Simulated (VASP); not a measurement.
**Nb: single point with PBE**

Nb, a slab with vacuum:

```
CELL_PARAMETERS angstrom
2.88205 0.00000 0.00000
-0.96068 2.71722 0.00000
0.00000 0.00000 14.35318
ATOMIC_POSITIONS crystal
Nb 0.00000 0.00000 0.41803
Nb 0.50000 0.50000 0.58197
```

```yaml
Program: VASP 6.6.1
Task: single point
Functional: PBE
Potentials_or_basis: VASP PAW PBE potentials, release 64 (Nb_sv)
Cutoff: 400 eV
k_mesh: 6 × 6 × 1
Occupations: gaussian, width 0.1 eV
Spin: no spin polarisation
Dipole_correction: yes
Electric_field_eV/Å: 0.3
Further_INCAR_settings: ALGO = Normal; EDIFF = 1e-06; NBANDS = 20; NELMDL = -8; EFIELD = -0.3
```

```yaml
Largest_force: 1.167 eV/Å
Band_gap_on_the_k_mesh: zero (band 13 reaches 1.66 eV, above the bottom of band 14 at 0.31 eV)
```

Forces on the atoms (eV/Å):
```
Nb   0.000  0.000  1.167
Nb   0.000  0.000 -1.167
```

Levels at points of the mesh, in eV from the Fermi level:
```
           k point  band 9  band 10  band 11  band 12  band 13  band 14  band 15  band 16  band 17  band 18
(0.00, 0.00, 0.00)   -4.95    -3.68    -1.39    -0.48    -0.44    -0.27     1.04     1.30     2.48     2.72
(0.50, 0.00, 0.00)   -2.89    -2.89    -1.53    -1.53     0.84     0.84     2.72     2.73     3.40     3.42
(0.50, 0.50, 0.00)   -3.09    -2.99    -2.70    -0.51     0.28     1.84     2.72     2.72     3.30     5.31
```

Run time: 54 s on 1 thread of Intel Xeon 8259CL, on a shared host, peak memory 0.18 GiB.

Caveat: the k points lie up to 0.39 Å⁻¹ apart.
